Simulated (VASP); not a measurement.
Runs of VASP 6.6.1 on Al. The structure is that of space group Fm-3m (No. 225), or close to it. The cells are those of the table. 

```csv
cell,gap on the mesh (eV),pressure (GPa)
"a = 2.765 Å, angles 60.0°, 1 atom",none,(a)
"a = 2.910 Å, angles 60.0°, 1 atom",none,-3.8
"a = 2.864 Å, angles 60.0°, 1 atom",none,(b)
"a = 2.887 Å, angles 60.0°, 1 atom",none,-2.2
"a = 2.956 Å, angles 60.0°, 1 atom",none,-6.4
"a = 2.839 Å, angles 60.0°, 1 atom",none,(c)
"a = 2.815 Å, angles 60.0°, 1 atom",none,4.2
"a = 2.933 Å, angles 60.0°, 1 atom",none,-5.2
```

Alike in all rows: task single point; level PBE; potentials or basis VASP PAW PBE potentials, release 64 (Al); no spin polarisation; k mesh 12 × 12 × 12; cutoff (eV) 520; smearing methfessel-paxton 0.1 eV.

Task: Estimate the missing entries.

Result: (a) 9.8; (b) -0.3; (c) 1.8.

A gap of «none» marks levels without a gap at the run's occupations.
